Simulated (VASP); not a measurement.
Runs of VASP 6.6.1 on LiAuO4. The structure is that of space group P4/mmm (No. 123), or close to it. The cells are those of the table. 

```csv
task,cell,cutoff (eV),smearing,gap on the mesh (eV),pressure (GPa),relaxed volume (Å³/atom),largest force (eV/Å)
single point,"a = 3.434, b = 3.434, c = 4.959 Å, 6 atoms",520,fermi-dirac 0.15 eV,none,-,-,0.06
relaxation of cell and atoms,"relaxed from a = 3.431, b = 3.431, c = 4.953 Å, 6 atoms",600,fermi-dirac 0.15 eV,none,0.0,9.73,-
single point,"a = 3.431, b = 3.431, c = 4.953 Å, 6 atoms",520,gaussian 0.1 eV,none,-,-,0.06
relaxation of cell and atoms,"relaxed from a = 3.427, b = 3.427, c = 4.960 Å, 6 atoms",600,gaussian 0.1 eV,none,0.0,(a),-
electric field gradients,"a = 3.434, b = 3.434, c = 4.959 Å, 6 atoms",520,fermi-dirac 0.15 eV,none,-,-,0.06
```

Alike in all rows: level PBEsol; potentials or basis VASP PAW PBE potentials, release 64 (Li_sv, Au, O); no spin polarisation; k mesh 10 × 10 × 8.

**Question.** Fill in the values left out.

**Answer.** (a) 9.70.

Caveats: the cutoff is under 1.25 times the usual one of these potentials, so pressure, stress and relaxed cells hold a basis-set (Pulay) error; the PAW data sets were made with another functional, which shifts forces and pressure a little; spin-orbit coupling is left out, which moves the levels of the heavy elements.

A k mesh can miss the band edges, and the runs leave out spin-orbit coupling on Au.

A gap of «none» marks levels without a gap at the run's occupations.
